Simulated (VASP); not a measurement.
Input of a VASP 6.6.1 run:

The input POSCAR:

```
SrO
1.0
    0.0000000000      2.5282944794      2.5282944794
    2.5282944794      0.0000000000      2.5282944794
    2.5282944794      2.5282944794      0.0000000000
Sr O
1 1
Direct
    0.0000000000      0.0000000000      0.0000000000
    0.5000000000      0.5000000000      0.5000000000
```

File INCAR.step1:

```
SYSTEM = SrO
PREC = Accurate
ENCUT = 520
ISMEAR = 0
SIGMA = 0.01
LREAL = .False.
LASPH = .True.
NELM = 150
MAGMOM = 0 0 0 0 0 0
LSORBIT = .True.
GGA_COMPAT = .False.
NBANDS = 28
GGA = PE
ALGO = Normal
EDIFF = 1E-4
LWAVE = .True.
LCHARG = .False.
```

INCAR.step2

```
SYSTEM = SrO
PREC = Accurate
ENCUT = 520
EDIFF = 1E-6
ISMEAR = 0
SIGMA = 0.01
LREAL = .False.
LASPH = .True.
NELM = 150
ALGO = Normal
ISIF = 2
LWAVE = .False.
LCHARG = .True.
MAGMOM = 0 0 0 0 0 0
LORBIT = 11
LSORBIT = .True.
GGA_COMPAT = .False.
LORBMOM = .True.
METAGGA = R2SCAN
LMIXTAU = .True.
LVHAR = .True.
NBANDS = 28
ISTART = 1
```

KPOINTS

```
regular mesh
0
Gamma
  8 8 8
  0 0 0
```

Potentials or basis: VASP PAW PBE potentials, release 64 (Sr_sv, O).

Launch:

```console
$ cat potpaw_PBE.64/Sr_sv/POTCAR potpaw_PBE.64/O/POTCAR > POTCAR
$ cp INCAR.step1 INCAR
$ mpirun -np 1 vasp_ncl > vasp.out
$ cp INCAR.step2 INCAR
$ mpirun -np 1 vasp_ncl > vasp.out
```

**Question.** Estimate the pressure.

**Answer.** 7.2 GPa.

**Question.** Predict the net moment.

**Answer.** 0.00 μB per cell.

Moments on the atoms (μB; x, y, z):
```
Sr  0.00 0.00 0.00
O   0.00 0.00 0.00
```

Caveat: the cell differs from its parent crystal (strain -2.0%); the cell stands under pressure; the PAW data sets were made with another functional, which shifts forces and pressure a little.
